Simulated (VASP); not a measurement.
# Al4Fe3Co (Im-3m) in VASP: a series of runs

Runs on Al4Fe3Co. Level: PBE. Tasks: single point.

Everything below comes from runs of VASP 6.6.1. Logs are shortened: lines on timing, memory, paths and dates and some standing lists are left out, and cuts for length are marked.

**1. The cell of the first run**

The structure is cubic, space group Im-3m (No. 229). The conventional cell has a = 5.736 Å, b = 5.736 Å, c = 5.736 Å, α = 90.00°, β = 90.00°, γ = 90.00°. Al (site symmetry -3m) has 2 Co at 2.48 Å and 6 Fe at 2.48 Å and 6 Al at 2.87 Å within 3.3 Å. Co (site symmetry m-3m) has 8 Al at 2.48 Å and 6 Fe at 2.87 Å within 3.3 Å. Within 3.3 Å of Fe (site symmetry 4/mmm) lie 8 Al at 2.48 Å and 2 Co at 2.87 Å and 4 Fe at 2.87 Å.

**2. Single point, PBE, collinear spin, ferromagnetic start**

File INCAR:

```
ALGO = Fast
EDIFF = 1E-6
ENCUT = 520
GGA = PE
ISIF = 2
ISMEAR = 0
ISPIN = 2
LASPH = T
LCHARG = F
LMAXMIX = 4
LORBIT = 11
LREAL = F
LWAVE = F
MAGMOM = 0 0 0 0 0 0.76 0.76 0.76
NBANDS = 36
NELM = 150
PREC = Accurate
SIGMA = 0.1
```

File KPOINTS:

```
k-points
0
Gamma
  4 4 4
```

File POSCAR:

```
Al4Fe3Co
1.0
   -2.8680593000      2.8680593000      2.8680593000
    2.8680593000     -2.8680593000      2.8680593000
    2.8680593000      2.8680593000     -2.8680593000
Al Co Fe
4 1 3
Direct
    0.0000000000      0.5000000000      0.0000000000
    0.5000000000      0.5000000000      0.5000000000
    0.0000000000      0.0000000000      0.5000000000
    0.5000000000      0.0000000000      0.0000000000
    0.0000000000      0.0000000000      0.0000000000
    0.5000000000      0.0000000000      0.5000000000
    0.5000000000      0.5000000000      0.0000000000
    0.0000000000      0.5000000000      0.5000000000
```

Potentials or basis: VASP PAW PBE potentials, release 64 (Al, Co, Fe).

Launch:

```
cat potpaw_PBE.64/Al/POTCAR potpaw_PBE.64/Co/POTCAR potpaw_PBE.64/Fe/POTCAR > POTCAR
mpirun -np 1 vasp_std > vasp.out
```

OUTCAR:

```text
EDIFF = 1E-6
   ENCUT = 520
   GGA = PE
   ISIF = 2
   ISMEAR = 0
   ISPIN = 2
   LASPH = T
   LORBIT = 11
   LREAL = F
   NELM = 150
   PREC = Accurate

 ion  position               nearest neighbor table
   1  0.000  0.500  0.000-   5 2.48   6 2.48   7 2.48   8 2.48   8 2.48   5 2.48   7 2.48   6 2.48
                             4 2.87   3 2.87   2 2.87   2 2.87   4 2.87   3 2.87
   2  0.500  0.500  0.500-   5 2.48   6 2.48   7 2.48   8 2.48   7 2.48   6 2.48   8 2.48   5 2.48
                             4 2.87   4 2.87   1 2.87   1 2.87   3 2.87   3 2.87
   3  0.000  0.000  0.500-   5 2.48   6 2.48   7 2.48   8 2.48   5 2.48   8 2.48   6 2.48   7 2.48
                             4 2.87   1 2.87   1 2.87   4 2.87   2 2.87   2 2.87
   4  0.500  0.000  0.000-   5 2.48   6 2.48   7 2.48   8 2.48   6 2.48   7 2.48   5 2.48   8 2.48
                             3 2.87   2 2.87   1 2.87   3 2.87   1 2.87   2 2.87
   5  0.000  0.000  0.000-   1 2.48   2 2.48   3 2.48   4 2.48   3 2.48   1 2.48   4 2.48   2 2.48
                             7 2.87   8 2.87   8 2.87   6 2.87   7 2.87   6 2.87
   6  0.500  0.000  0.500-   1 2.48   2 2.48   3 2.48   4 2.48   4 2.48   2 2.48   3 2.48   1 2.48
                             7 2.87   7 2.87   8 2.87   5 2.87   8 2.87   5 2.87
   7  0.500  0.500  0.000-   1 2.48   2 2.48   3 2.48   4 2.48   2 2.48   4 2.48   1 2.48   3 2.48
                             6 2.87   6 2.87   8 2.87   8 2.87   5 2.87   5 2.87
   8  0.000  0.500  0.500-   1 2.48   2 2.48   3 2.48   4 2.48   1 2.48   3 2.48   2 2.48   4 2.48
                             6 2.87   5 2.87   7 2.87   7 2.87   6 2.87   5 2.87

  LATTYP: Found a body centered cubic cell.
 ALAT       =     5.7361186000

  Lattice vectors:

 A1 = (  -2.8680593000,   2.8680593000,   2.8680593000)
 A2 = (   2.8680593000,  -2.8680593000,   2.8680593000)
 A3 = (   2.8680593000,   2.8680593000,  -2.8680593000)

Analysis of symmetry for initial positions (statically):
=====================================================================
 Subroutine PRICEL returns:
 Original cell was already a primitive cell.

 Routine SETGRP: Setting up the symmetry group for a
 body centered cubic supercell.

 Subroutine GETGRP returns: Found 48 space group operations
 (whereof 48 operations were pure point group operations)
 out of a pool of 48 trial point group operations.

The static configuration has the point symmetry O_h .

Analysis of symmetry for dynamics (positions and initial velocities):
=====================================================================
 Subroutine PRICEL returns:
 Original cell was already a primitive cell.

 Routine SETGRP: Setting up the symmetry group for a
 body centered cubic supercell.

 Subroutine GETGRP returns: Found 48 space group operations
 (whereof 48 operations were pure point group operations)
 out of a pool of 48 trial point group operations.

The dynamic configuration has the point symmetry O_h .

Analysis of structural, dynamic, and magnetic symmetry:
=====================================================================
 Subroutine PRICEL returns:
 Original cell was already a primitive cell.

 Routine SETGRP: Setting up the symmetry group for a
 body centered cubic supercell.

 Subroutine GETGRP returns: Found 48 space group operations
 (whereof 48 operations were pure point group operations)
 out of a pool of 48 trial point group operations.

The overall configuration has the point symmetry O_h .

 Subroutine INISYM returns: Found 48 space group operations
 (whereof 48 operations are pure point group operations),
 and found     1 'primitive' translations

----------------------------------------------------------------------------------------

                                     Primitive cell

  volume of cell :      94.3679

  direct lattice vectors                    reciprocal lattice vectors
    -2.868059300  2.868059300  2.868059300     0.000000000  0.174333913  0.174333913
     2.868059300 -2.868059300  2.868059300     0.174333913  0.000000000  0.174333913
     2.868059300  2.868059300 -2.868059300     0.174333913  0.174333913  0.000000000

  length of vectors
     4.967624427  4.967624427  4.967624427     0.246545384  0.246545384  0.246545384

  position of ions in fractional coordinates (direct lattice)
     0.000000000  0.500000000  0.000000000
     0.500000000  0.500000000  0.500000000
     0.000000000  0.000000000  0.500000000
     0.500000000  0.000000000  0.000000000
     0.000000000  0.000000000  0.000000000
[... 62 lines left out ...]
   ICHARG =      2    charge: 1-file 2-atom 10-const
   ISPIN  =      2    spin polarized calculation?
   LNONCOLLINEAR =      F non collinear calculations
   LSORBIT =      F    spin-orbit coupling
   LASPH  =      T    aspherical Exc in radial PAW
   ENCUT  =  520.0 eV  38.22 Ry    6.18 a.u.   9.24  9.24  9.24*2*pi/ulx,y,z
   NELM   =    150;   NELMIN=  2; NELMDL= -5     # of ELM steps
   EDIFF  = 0.1E-05   stopping-criterion for ELM
   LREAL  =      F    real-space projection
   EDIFFG = 0.1E-04   stopping-criterion for IOM
   NSW    =      0    number of steps for IOM
   IBRION =     -1    ionic relax: 0-MD 1-quasi-New 2-CG
   NFREE  =      0    steps in history (QN), initial steepest desc. (CG)
   ISIF   =      2    stress and relaxation
   ISYM   =      2    0-nonsym 1-usesym 2-fastsym
   POTIM  = 0.5000    time-step for ionic-motion
   TEBEG  =    0.0;   TEEND  =   0.0 temperature during run
   PSTRESS=    0.0 pullay stress
   NELECT =      45.0000    total number of electrons
   NUPDOWN=      -1.0000    fix difference up-down
   EMIN   =  10.00;   EMAX   =-10.00  energy-range for DOS
   EFERMI =   0.00;   METHOD = LEGACY
   ISMEAR =     0;   SIGMA  =   0.10  broadening in eV -4-tet -1-fermi 0-gaus
   EFERMI_NEDOS =   21; number of points for ismear=-14 and -15
   IALGO  =     68    algorithm
   IMIX   =      4    mixing-type and parameters
     AMIX     =   0.40;   BMIX     =  1.00
     AMIX_MAG =   1.60;   BMIX_MAG =  1.00
  volume/ion in A,a.u.               =      11.80        79.60
  Fermi-wavevector in a.u.,A,eV,Ry     =   1.279001  2.416961 22.257002  1.635844
  Thomas-Fermi vector in A             =   2.411511
   LORBIT       =     11    0 simple, 1 ext, 2 COOP (PROOUT), +10 PAW based schemes
   GGA     = PE    functional components
   LHFCALC =     F    Hartree Fock is set to
   AEXX    =    0.0000 exact exchange contribution
   IVDW    =     0    specifies the selected vdW correction
   LEPSILON=     F    determine dielectric tensor
   LRPA    =     F    only Hartree local field effects (RPA)
 spin polarized calculation
 RMM-DIIS sequential band-by-band and
 Gauss-broadening in eV      SIGMA  =   0.10
  energy-cutoff  :      520.00
  volume of cell :       94.37
 maximum number of plane-waves:      2556
 NGX is ok and might be reduce to    40
   NGX = 19   NGY = 19   NGZ = 19

 number of electron      44.9999986 magnetization       2.1549544

 Free energy of the ion-electron system (eV)
  ---------------------------------------------------
  ext. energy  EPLUGINS =         0.00000000
  ---------------------------------------------------
  free energy    TOTEN  =       -49.98476133 eV

  energy without entropy =      -49.93868972  energy(sigma->0) =      -49.96172552

 E-fermi :   8.5529     XC(G=0): -12.1769

 val. band max:        8.5182558848   @ k =   0.2500   0.0000   0.0000
 cond. band min:       8.5566191930   @ k =  -0.2500   0.2500   0.2500
 fundamental gap:      0.0383633082
 Fermi energy:         8.5529347154

 spin component 1

 k-point     1 :       0.0000    0.0000    0.0000
  band No.  band energies     occupation
      1      -1.9250      1.00000
      2       3.6203      1.00000
      3       3.6203      1.00000
      4       3.6203      1.00000
      5       5.9148      1.00000
      6       5.9693      1.00000
[... 285 lines left out ...]
     33      14.4079      0.00000
     34      17.3007      0.00000
 Fermi energy:         8.5529347154

 spin component 2

 k-point     1 :       0.0000    0.0000    0.0000
  band No.  band energies     occupation
      1      -1.9233      1.00000
      2       3.8180      1.00000
      3       3.8180      1.00000
      4       3.8180      1.00000
      5       6.1148      1.00000
      6       6.1148      1.00000
[... 285 lines left out ...]
     33      14.7224      0.00000
     34      17.2050      0.00000
 [bands above 34 left out]

------------------------ aborting loop because EDIFF is reached ----------------------------------------

  FORCE on cell =-STRESS in cart. coord.  units (eV):
  Direction    XX          YY          ZZ          XY          YZ          ZX
  --------------------------------------------------------------------------------------
  -------------------------------------------------------------------------------------
  Total        0.1252214      0.1252214      0.1252214      0.0000000      0.0000000      0.0000000
  in kB        2.1260073      2.1260073      2.1260073      0.0000000      0.0000000      0.0000000
  external PRESSURE =       2.1260073 kB  Pullay stress =       0.0000000 kB

 VOLUME and BASIS-vectors are now :
 -----------------------------------------------------------------------------
  energy-cutoff  :      520.00
  volume of cell :       94.37
      direct lattice vectors                 reciprocal lattice vectors
    -2.868059300  2.868059300  2.868059300     0.000000000  0.174333913  0.174333913
     2.868059300 -2.868059300  2.868059300     0.174333913  0.000000000  0.174333913
     2.868059300  2.868059300 -2.868059300     0.174333913  0.174333913  0.000000000

 POSITION                                       TOTAL-FORCE (eV/Angst)
 -----------------------------------------------------------------------------------
      1.43403     -1.43403      1.43403         0.000000      0.000000     -0.000000
      1.43403      1.43403      1.43403         0.000000      0.000000     -0.000000
      1.43403      1.43403     -1.43403         0.000000      0.000000     -0.000000
     -1.43403      1.43403      1.43403         0.000000      0.000000     -0.000000
      0.00000      0.00000      0.00000         0.000000      0.000000      0.000000
      0.00000      2.86806      0.00000        -0.000000     -0.000000      0.000000
      0.00000      0.00000      2.86806        -0.000000     -0.000000      0.000000
      2.86806      0.00000      0.00000        -0.000000      0.000000     -0.000000
 -----------------------------------------------------------------------------------
    total drift:                               -0.000000     -0.000000      0.000000

  FREE ENERGIE OF THE ION-ELECTRON SYSTEM (eV)
  ---------------------------------------------------
  free  energy   TOTEN  =       -49.9847613281 eV

  energy  without entropy=      -49.9386897151  energy(sigma->0) =      -49.96172552

 total charge

# of ion       s       p       d       tot
------------------------------------------
    1        0.399   0.434   0.000   0.833
    2        0.399   0.434   0.000   0.833
    3        0.399   0.434   0.000   0.833
    4        0.399   0.434   0.000   0.833
    5        0.436   0.495   7.486   8.417
    6        0.430   0.511   6.484   7.426
    7        0.430   0.511   6.484   7.426
    8        0.430   0.511   6.484   7.426
--------------------------------------------------
tot          3.323   3.765  26.938  34.026

 magnetization (x)

# of ion       s       p       d       tot
------------------------------------------
    1       -0.006  -0.013   0.000  -0.020
    2       -0.006  -0.013   0.000  -0.020
    3       -0.006  -0.013   0.000  -0.020
    4       -0.006  -0.013   0.000  -0.020
    5       -0.008   0.000  -0.065  -0.073
    6        0.003   0.006   0.780   0.789
    7        0.003   0.006   0.780   0.789
    8        0.003   0.006   0.780   0.789
--------------------------------------------------
tot         -0.026  -0.035   2.275   2.214
```

It took 1.7 min on 1 thread of Intel Xeon Platinum 8259CL at 2.50GHz (Skylake/Cascade Lake), shared host; peak memory 0.3 GiB.

What came out:

```yaml
Free_energy: -49.9848 eV
Pressure: 0.2 GPa
Net_moment: 2.15 μB per cell
Site_moments: Al -0.02; Co -0.07; Fe +0.79 μB
Valence_electrons_inside_the_program's_atomic_spheres: Al 0.83; Co 8.42; Fe 7.43
```

Caveat: the k points lie up to 0.39 Å⁻¹ apart.

**3. Single point, PBE, collinear spin, ferromagnetic start**

File INCAR:

```
ALGO = Normal ; EDIFF = 1E-6
ENCUT = 520 ; GGA = PE
ISIF = 2 ; ISMEAR = 0
ISPIN = 2 ; LASPH = T
LCHARG = T ; LELF = T
LMAXMIX = 4 ; LORBIT = 11
LREAL = F ; LVHAR = T
LWAVE = F ; MAGMOM = 0 0 0 0 0 0.76 0.76 0.76
NBANDS = 36 ; NELM = 150
PREC = Accurate ; SIGMA = 0.2
```

File KPOINTS:

```
k-points
0
Gamma
  6 6 6
```

Changes to POSCAR since step 2:

```diff
@@ -8,5 +8,5 @@
 Direct
-    0.0000000000      0.5000000000      0.0000000000
+    0.0000000000      0.5000000000      1.0000000000
     0.5000000000      0.5000000000      0.5000000000
-    0.0000000000      0.0000000000      0.5000000000
+    1.0000000000      1.0000000000      0.5000000000
     0.5000000000      0.0000000000      0.0000000000
```

Potentials or basis: VASP PAW PBE potentials, release 64 (Al, Co, Fe).

Launch:

```
cat potpaw_PBE.64/Al/POTCAR potpaw_PBE.64/Co/POTCAR potpaw_PBE.64/Fe/POTCAR > POTCAR
mpirun -np 1 vasp_std > vasp.out
```

Wall time 2.6 min (1 thread of Intel Xeon Platinum 8124M at 3.00GHz (Skylake/Cascade Lake), shared host); peak memory 0.33 GiB.

Results (log left out):

```
Free energy                                           : -50.0545 eV
Pressure                                              : 0.1 GPa
Net moment                                            : 1.93 μB per cell
Site moments                                          : Al -0.02; Co -0.04; Fe +0.70 μB
Valence electrons inside the program's atomic spheres : Al 0.83; Co 8.42; Fe 7.43
```

Levels at points of the mesh, in eV from the Fermi level:
Spin up:
| k point | band 21 | band 22 | band 23 | band 24 | band 25 | band 26 | band 27 | band 28 |
| --- | --- | --- | --- | --- | --- | --- | --- | --- |
| (0.00, 0.00, 0.00) | -1.06 | -0.41 | -0.41 | -0.41 | 0.31 | 0.31 | 0.43 | 3.03 |
| (0.50, 0.00, 0.00) | -0.78 | -0.75 | -0.19 | -0.18 | 0.76 | 0.94 | 2.20 | 2.28 |
| (0.50, 0.50, 0.50) | -0.29 | 0.36 | 0.36 | 0.79 | 0.79 | 0.85 | 2.89 | 2.89 |
Spin down:
```tsv
k point	band 17	band 18	band 19	band 20	band 21	band 22	band 23	band 24	band 25	band 26
(0.00, 0.00, 0.00)	-0.87	-0.87	-0.42	-0.42	-0.42	0.25	0.25	0.25	0.64	0.64
(0.50, 0.00, 0.00)	-0.76	-0.61	-0.53	-0.51	-0.15	0.00	0.22	0.32	1.05	1.44
(0.50, 0.50, 0.50)	-0.68	-0.68	0.36	0.36	0.36	0.66	0.66	1.21	1.21	1.39
```
